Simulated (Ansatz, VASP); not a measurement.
## LiH: VASP beside Ansatz

INCAR

```
SYSTEM = LiH
PREC     = Accurate       ! precision mode
ENCUT    = 520            ! plane-wave cutoff, eV
EDIFF    = 1E-6           ! SCF threshold, eV
ISMEAR   = 0              ! smearing method
SIGMA    = 0.05           ! smearing width, eV
LREAL    = .FALSE.        ! projectors in reciprocal space
LASPH    = .TRUE.         ! aspherical terms in the spheres
NELM     = 80             ! most SCF steps
ALGO     = Normal         ! electronic algorithm
ISIF     = 2              ! what is computed and relaxed
LWAVE    = .FALSE.        ! write WAVECAR
LCHARG   = .FALSE.        ! write CHGCAR
GGA      = PE             ! functional
NBANDS   = 9              ! bands
```

Contents of KPOINTS:

```
Automatic mesh
0
G
  10 10 10
  0 0 0
```

The input POSCAR:

```
LiH
1.0
    0.0000000000      1.9918500000      2.0325000000
    1.9918500000      0.0000000000      2.0325000000
    1.9918500000      1.9918500000      0.0000000000
Li H
1 1
Direct
    0.0000000000      0.0000000000      0.0000000000
    0.5000000000      0.5000000000      0.5000000000
```

Input for Ansatz:

```yaml
crystal:
  lattice:
    - [0.0, 1.99185, 2.0325]
    - [1.99185, 0.0, 2.0325]
    - [1.99185, 1.99185, 0.0]
  atoms:
    - { symbol: Li, position: [0.0, 0.0, 0.0] }
    - { symbol: H, position: [0.5, 0.5, 0.5] }
basis:
  ecutwfc: 420
kpoints:
  mp_grid: { grid: [10, 10, 10] }
hamiltonian:
  xc: pbe
scf:
  occupations: { method: gaussian, width: 0.05 }
output:
  forces: true
  stress: true
  eigenvalues: true
```

Change from the starting cell: strain -0.0200 x Voigt [1, 1, 0, 0, 0, 0], atoms carried along.

Alike in both runs: task single point; functional PBE; k mesh 10 × 10 × 10; occupations gaussian, width 0.05 eV; no spin polarisation.

|  | VASP | Ansatz |
| --- | --- | --- |
| version | VASP 6.6.1 | Ansatz 0.2.0 |
| potentials or method | VASP PAW PBE potentials, release 64 (Li_sv, H), cutoff 520 eV | scalar-relativistic, plane waves, PAW |
| valence electrons in the cell | 4 | 4 |

|  | VASP | Ansatz | Ansatz less VASP |
| --- | --- | --- | --- |
| gap on the k mesh at the Fermi level (eV) | 2.75 | 2.76 | +0.006 |
| least direct gap on the mesh (eV) | 2.91 | 2.91 | +0.007 |

Noted on VASP's run: the cutoff is short for stress, so the pressure is rough.
